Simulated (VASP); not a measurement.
Here is a VASP 6.6.1 calculation.

Contents of INCAR:

```
  PREC = Accurate
  ENCUT = 520
  EDIFF = 1E-6
  ISMEAR = -1
  SIGMA = 0.05
  LREAL = F
  LASPH = T
  NELM = 60
  ALGO = Normal
  ISIF = 2
  LWAVE = F
  LCHARG = F
  GGA = PE
  IVDW = 13
  NBANDS = 17
```

The input KPOINTS:

```
Automatic mesh
0
Gamma
  8 8 8
```

Contents of POSCAR:

```
SnSe
1.0
    0.0000000000      3.0496098055      3.0496098055
    3.0496098055      0.0000000000      3.0496098055
    3.0496098055      3.0496098055      0.0000000000
Sn Se
1 1
Direct
    0.0000000000      0.0000000000      0.0000000000
    0.5000000000      0.5000000000      0.5000000000
```

Potentials or basis: VASP PAW PBE potentials, release 64 (Sn_d, Se).

Launch:

```sh
$ cat potpaw_PBE.64/Sn_d/POTCAR potpaw_PBE.64/Se/POTCAR > POTCAR
$ mpirun -np 1 vasp_std > vasp.out
```

(1) What does it give for the pressure?

(2) Predict the dispersion energy per atom.

(3) Estimate the band gap on the k mesh.

Results:

(1) -1.0 GPa.

(2) -0.378 eV.

(3) 0.42 eV, direct.

Caveat: spin-orbit coupling is left out, which moves the levels of the heavy elements.
